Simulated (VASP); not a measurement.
# SiO2 (I-42d) in VASP: further runs

SiO2 is run at these levels: PBEsol; tasks: single point.

All numbers are computed with VASP 6.6.1; they aren't measurements. Logs are shortened: lines on timing, memory, paths and dates and some standing lists are left out, and cuts for length are marked.

## 1. The cell of the first run

Symmetry: I-42d, No. 122, tetragonal system. The conventional cell has a = 4.796 Å, b = 4.796 Å, c = 7.488 Å, α = 90.00°, β = 90.00°, γ = 90.00°. Within 2.2 Å of Si (site symmetry -4) lie 4 O at 1.63 Å. O (site symmetry 2) has 2 Si at 1.63 Å within 2.2 Å.

## 2. Single point, PBEsol (equal xx and yy strain of +1 %)

INCAR

```
SYSTEM = SiO2
ALGO = Normal ; EDIFF = 1E-7
ENCUT = 520 ; GGA = PS
ISIF = 2 ; ISMEAR = -1
LASPH = .True. ; LCHARG = .False.
LREAL = .False. ; LWAVE = .False.
NBANDS = 25 ; NELM = 80
PREC = Accurate ; SIGMA = 0.03
```

KPOINTS

```
k-points
0
Gamma
  7 7 7
  0 0 0
```

POSCAR

```
SiO2
1.0
   -2.3977905000      2.3977905000      3.7440000000
    2.3977905000     -2.3977905000      3.7440000000
    2.3977905000      2.3977905000     -3.7440000000
Si O
2 4
Direct
    0.0000000000      0.0000000000      0.0000000000
    0.7500000000      0.2500000000      0.5000000000
    0.9983800000      0.6250000000      0.8733800000
    0.3750000000      0.2483800000      0.3733800000
    0.7516200000      0.1250000000      0.1266200000
    0.8750000000      0.0016200000      0.6266200000
```

Potentials or basis: VASP PAW PBE potentials, release 64 (Si, O).

The run is started by

```console
> cat potpaw_PBE.64/Si/POTCAR potpaw_PBE.64/O/POTCAR > POTCAR
> mpirun -np 1 vasp_std > vasp.out
```

OUTCAR:

```text
SYSTEM = SiO2
   EDIFF = 1E-7
   ENCUT = 520
   GGA = PS
   ISIF = 2
   ISMEAR = -1
   LASPH = .True.
   LREAL = .False.
   NELM = 80
   PREC = Accurate

 ion  position               nearest neighbor table
   1  0.000  0.000  0.000-   3 1.63   4 1.63   5 1.63   6 1.63   2 3.04   2 3.04   2 3.04   2 3.04

   2  0.750  0.250  0.500-   3 1.63   4 1.63   5 1.63   6 1.63   1 3.04   1 3.04   1 3.04   1 3.04

   3  0.998  0.625  0.873-   1 1.63   2 1.63
   4  0.375  0.248  0.373-   1 1.63   2 1.63
   5  0.752  0.125  0.127-   1 1.63   2 1.63
   6  0.875  0.002  0.627-   1 1.63   2 1.63

  LATTYP: Found a body centered tetragonal cell.
 ALAT       =     4.7955810000
 C/A-ratio  =     1.5614374984

  Lattice vectors:

 A1 = (  -2.3977905000,   2.3977905000,   3.7440000000)
 A2 = (   2.3977905000,  -2.3977905000,   3.7440000000)
 A3 = (   2.3977905000,   2.3977905000,  -3.7440000000)

Analysis of symmetry for initial positions (statically):
=====================================================================
 Subroutine PRICEL returns:
 Original cell was already a primitive cell.

 Routine SETGRP: Setting up the symmetry group for a
 body centered tetragonal supercell.

 Subroutine GETGRP returns: Found  8 space group operations
 (whereof  4 operations were pure point group operations)
 out of a pool of 16 trial point group operations.

The static configuration has the point symmetry S_4 .
 The point group associated with its full space group is D_2d.

Analysis of symmetry for dynamics (positions and initial velocities):
=====================================================================
 Subroutine PRICEL returns:
 Original cell was already a primitive cell.

 Routine SETGRP: Setting up the symmetry group for a
 body centered tetragonal supercell.

 Subroutine GETGRP returns: Found  8 space group operations
 (whereof  4 operations were pure point group operations)
 out of a pool of 16 trial point group operations.

The dynamic configuration has the point symmetry S_4 .
 The point group associated with its full space group is D_2d.

 Subroutine INISYM returns: Found  8 space group operations
 (whereof  4 operations are pure point group operations),
 and found     1 'primitive' translations

----------------------------------------------------------------------------------------

                                     Primitive cell

  volume of cell :      86.1030

  direct lattice vectors                    reciprocal lattice vectors
    -2.397790500  2.397790500  3.744000000     0.000000000  0.208525307  0.133547009
[... 93 lines left out ...]
   NELM   =     80;   NELMIN=  2; NELMDL= -5     # of ELM steps
   EDIFF  = 0.1E-06   stopping-criterion for ELM
   LREAL  =      F    real-space projection
   EDIFFG = 0.1E-05   stopping-criterion for IOM
   NSW    =      0    number of steps for IOM
   IBRION =     -1    ionic relax: 0-MD 1-quasi-New 2-CG
   NFREE  =      0    steps in history (QN), initial steepest desc. (CG)
   ISIF   =      2    stress and relaxation
   ISYM   =      2    0-nonsym 1-usesym 2-fastsym
   POTIM  = 0.5000    time-step for ionic-motion
   TEBEG  =    0.0;   TEEND  =   0.0 temperature during run
   PSTRESS=    0.0 pullay stress
   NELECT =      32.0000    total number of electrons
   NUPDOWN=      -1.0000    fix difference up-down
   EMIN   =  10.00;   EMAX   =-10.00  energy-range for DOS
   EFERMI =   0.00;   METHOD = LEGACY
   ISMEAR =    -1;   SIGMA  =   0.03  broadening in eV -4-tet -1-fermi 0-gaus
   EFERMI_NEDOS =   21; number of points for ismear=-14 and -15
   IALGO  =     38    algorithm
   IMIX   =      4    mixing-type and parameters
     AMIX     =   0.40;   BMIX     =  1.00
     AMIX_MAG =   1.60;   BMIX_MAG =  1.00
  volume/ion in A,a.u.               =      14.35        96.84
  Fermi-wavevector in a.u.,A,eV,Ry     =   1.177024  2.224253 18.849320  1.385386
  Thomas-Fermi vector in A             =   2.313378
   LORBIT       =      0    0 simple, 1 ext, 2 COOP (PROOUT), +10 PAW based schemes
   GGA     = PS    functional components
   LHFCALC =     F    Hartree Fock is set to
   AEXX    =    0.0000 exact exchange contribution
   IVDW    =     0    specifies the selected vdW correction
   LEPSILON=     F    determine dielectric tensor
   LRPA    =     F    only Hartree local field effects (RPA)
 non-spin polarized calculation
  energy-cutoff  :      520.00
  volume of cell :       86.10
 maximum number of plane-waves:      2339
 NGX is ok and might be reduce to    40
   NGX = 19   NGY = 19   NGZ = 19

 number of electron      32.0000014 magnetization

 Free energy of the ion-electron system (eV)
  ---------------------------------------------------
  ext. energy  EPLUGINS =         0.00000000
  ---------------------------------------------------
  free energy    TOTEN  =       -49.30578723 eV

  energy without entropy =      -49.30578723  energy(sigma->0) =      -49.30578723

 E-fermi :   0.3478     XC(G=0):  -8.6262

 val. band max:       -0.3373899661   @ k =   0.0000   0.0000   0.0000
 cond. band min:       5.5168677519   @ k =   0.0000   0.0000   0.0000
 fundamental gap:      5.8542577180
 Fermi energy:         0.3477886631

 k-point     1 :       0.0000    0.0000    0.0000
  band No.  band energies     occupation
      1     -19.2719      2.00000
      2     -17.1718      2.00000
      3     -17.1718      2.00000
      4     -17.1641      2.00000
      5      -9.0956      2.00000
      6      -5.5774      2.00000
[... 661 lines left out ...]
     24      12.3400      0.00000
     25      12.6795      0.00000

 [... further k-points ...]
[... 5 lines left out ...]
  --------------------------------------------------------------------------------------
  -------------------------------------------------------------------------------------
  Total       -0.6131888     -0.6131888     -1.3910083      0.0000000     -0.0000000      0.0000000
  in kB      -11.4100225    -11.4100225    -25.8834404      0.0000000     -0.0000000      0.0000000
  external PRESSURE =     -16.2344952 kB  Pullay stress =       0.0000000 kB

 VOLUME and BASIS-vectors are now :
 -----------------------------------------------------------------------------
  energy-cutoff  :      520.00
  volume of cell :       86.10
      direct lattice vectors                 reciprocal lattice vectors
    -2.397790500  2.397790500  3.744000000     0.000000000  0.208525307  0.133547009
     2.397790500 -2.397790500  3.744000000     0.208525307  0.000000000  0.133547009
     2.397790500  2.397790500 -3.744000000     0.208525307  0.208525307  0.000000000

 POSITION                                       TOTAL-FORCE (eV/Angst)
 -----------------------------------------------------------------------------------
      0.00000      0.00000      0.00000        -0.000000     -0.000000     -0.000000
      0.00000      2.39779      1.87200        -0.000000     -0.000000      0.000000
      1.19890      2.98947      2.80800        -0.000000     -0.236824     -0.000000
      0.59168      1.19890      0.93600        -0.236824     -0.000000     -0.000000
     -1.19890      1.80611      2.80800        -0.000000      0.236824     -0.000000
     -0.59168      3.59669      0.93600         0.236824      0.000000     -0.000000
 -----------------------------------------------------------------------------------
    total drift:                                0.000002      0.000002      0.000002

  FREE ENERGIE OF THE ION-ELECTRON SYSTEM (eV)
  ---------------------------------------------------
  free  energy   TOTEN  =       -49.3057872340 eV

  energy  without entropy=      -49.3057872340  energy(sigma->0) =      -49.30578723
```

stdout:

```text
POSCAR found type information on POSCAR SiO
 POSCAR found :  2 types and       6 ions
 scaLAPACK will be used
 -----------------------------------------------------------------------------
|                                                                             |
|                                                                             |
|     You enforced a specific xc type in the INCAR file but a different       |
|     I HOPE YOU KNOW WHAT YOU ARE DOING!                                     |
|                                                                             |
 -----------------------------------------------------------------------------

 LDA part: xc-table for (Slater+PW92), standard interpolation
 POSCAR, INCAR and KPOINTS ok, starting setup
 FFT: planning ... GRIDC
 FFT: planning ... GRID_SOFT
 FFT: planning ... GRID
 WAVECAR not read
 entering main loop
```

Run time: 2.5 min. Hardware: 1 thread of Intel Xeon 6975P-C, shared host; peak memory 0.26 GiB.

What came out:

```yaml
Free_energy: -49.3058 eV
Pressure: -1.6 GPa
Largest_force: 0.237 eV/Å
Band_gap_on_the_k_mesh: 5.85 eV, direct
```

Forces in eV/Å, atoms in the order of the input:
```
Si   0.000  0.000  0.000
Si   0.000  0.000  0.000
O    0.000 -0.237  0.000
O   -0.237  0.000  0.000
O    0.000  0.237  0.000
O    0.237  0.000  0.000
```

Levels at points of the mesh, in eV from the valence-band top:
| k point | band 14 | band 15 | band 16 | band 17 | band 18 | band 19 |
| --- | --- | --- | --- | --- | --- | --- |
| (0.00, 0.00, 0.00) | -1.02 | 0.00 | 0.00 | 5.85 | 8.51 | 11.08 |

Caveat: the cell differs from its parent crystal (equal xx and yy strain of +1 %); the PAW data sets were made with another functional, which shifts forces and pressure a little. A k mesh can miss the band edges.

## 3. Single point, PBEsol (equal xx and yy strain of +2 %)

INCAR

```
ALGO = Normal
EDIFF = 1E-6
ENCUT = 520
GGA = PS
ISIF = 2
ISMEAR = -1
LASPH = True
LCHARG = False
LREAL = False
LWAVE = False
NBANDS = 25
NELM = 60
PREC = Accurate
SIGMA = 0.03
```

KPOINTS

```
k-points
0
Gamma
  7 7 7
```

Changes to POSCAR since step 2:

```diff
@@ -2,5 +2,5 @@
 1.0
-   -2.3977905000      2.3977905000      3.7440000000
-    2.3977905000     -2.3977905000      3.7440000000
-    2.3977905000      2.3977905000     -3.7440000000
+   -2.4215310000      2.4215310000      3.7440000000
+    2.4215310000     -2.4215310000      3.7440000000
+    2.4215310000      2.4215310000     -3.7440000000
 Si O
```

Potentials or basis: VASP PAW PBE potentials, release 64 (Si, O).

The run is started by

```console
> cat potpaw_PBE.64/Si/POTCAR potpaw_PBE.64/O/POTCAR > POTCAR
> mpirun -np 1 vasp_std > vasp.out
```

Wall time 2.7 min (1 thread of Intel Xeon 6975P-C, shared host); peak memory 0.26 GiB.

Results (log left out):

```
Free energy            : -49.2784 eV
Pressure               : -4.6 GPa
Largest force          : 0.483 eV/Å
Band gap on the k mesh : 5.73 eV, direct
```

Forces on the atoms (eV/Å):
```
Si   0.000  0.000  0.000
Si   0.000  0.000  0.000
O    0.000 -0.483  0.000
O   -0.483  0.000  0.000
O    0.000  0.483  0.000
O    0.483  0.000  0.000
```

Stress tensor (GPa, compression positive):
```
-4.31  0.00  0.00
 0.00 -4.31  0.00
 0.00  0.00 -5.22
```

Levels at points of the mesh, in eV from the valence-band top:
```
           k point  band 14  band 15  band 16  band 17  band 18  band 19
(0.00, 0.00, 0.00)    -1.02     0.00     0.00     5.73     8.44    10.96
```

Caveat: the cell differs from its parent crystal (equal xx and yy strain of +2 %); the PAW data sets were made with another functional, which shifts forces and pressure a little. A k mesh can miss the band edges.

## 4. Single point, PBEsol (equal xx and yy strain of +3 %)

INCAR

```
SYSTEM = SiO2
PREC = Accurate
ENCUT = 520
EDIFF = 1E-6
ISMEAR = -1
SIGMA = 0.03
LREAL = .False.
LASPH = .True.
NELM = 100
ALGO = Normal
ISIF = 2
LWAVE = .False.
LCHARG = .False.
GGA = PS
NBANDS = 25
```

KPOINTS

```
regular mesh
0
Gamma
  7 7 7
  0 0 0
```

Changes to POSCAR since step 3:

```diff
@@ -2,5 +2,5 @@
 1.0
-   -2.4215310000      2.4215310000      3.7440000000
-    2.4215310000     -2.4215310000      3.7440000000
-    2.4215310000      2.4215310000     -3.7440000000
+   -2.4452715000      2.4452715000      3.7440000000
+    2.4452715000     -2.4452715000      3.7440000000
+    2.4452715000      2.4452715000     -3.7440000000
 Si O
```

The run is started by

```console
> cat potpaw_PBE.64/Si/POTCAR potpaw_PBE.64/O/POTCAR > POTCAR
> mpirun -np 1 vasp_std > vasp.out
```

Run time: 2.4 min. Hardware: 1 thread of Intel Xeon 6975P-C, shared host; peak memory 0.26 GiB.

The run converged. Its results:

| Property | Result |
| --- | --- |
| Free energy | -49.2178 eV |
| Pressure | -7.4 GPa |
| Largest force | 0.713 eV/Å |
| Band gap on the k mesh | 5.60 eV, direct |

Forces on the atoms (eV/Å):
```
Si   0.000  0.000  0.000
Si   0.000  0.000  0.000
O    0.000 -0.713  0.000
O   -0.713  0.000  0.000
O    0.000  0.713  0.000
O    0.713  0.000  0.000
```

Stress tensor (GPa, compression positive):
```
-7.25  0.00  0.00
 0.00 -7.25  0.00
 0.00  0.00 -7.58
```

Levels at points of the mesh, in eV from the valence-band top:
| k point | band 14 | band 15 | band 16 | band 17 | band 18 | band 19 |
| --- | --- | --- | --- | --- | --- | --- |
| (0.00, 0.00, 0.00) | -1.03 | 0.00 | 0.00 | 5.60 | 8.36 | 10.76 |

Caveat: the cell differs from its parent crystal (equal xx and yy strain of +3 %); the PAW data sets were made with another functional, which shifts forces and pressure a little.

## 5. Summary

| cell | gap on the mesh (eV) | pressure (GPa) | largest force (eV/Å) |
| --- | --- | --- | --- |
| a = 5.051 Å, angles 123.3, 123.3, 84.3°, 6 atoms | 5.85 | -1.6 | 0.24 |
| a = 5.074 Å, angles 123.0, 123.0, 84.9°, 6 atoms | 5.73 | -4.6 | 0.48 |
| a = 5.097 Å, angles 122.7, 122.7, 85.5°, 6 atoms | 5.60 | -7.4 | 0.71 |

Alike in all rows: task single point; level PBEsol; potentials or basis VASP PAW PBE potentials, release 64 (Si, O); no spin polarisation; k mesh 7 × 7 × 7; cutoff (eV) 520; smearing fermi-dirac 0.03 eV.

Caveats: the PAW data sets were made with another functional, which shifts forces and pressure a little.

Absolute energies hang on the potentials; compare differences alone.
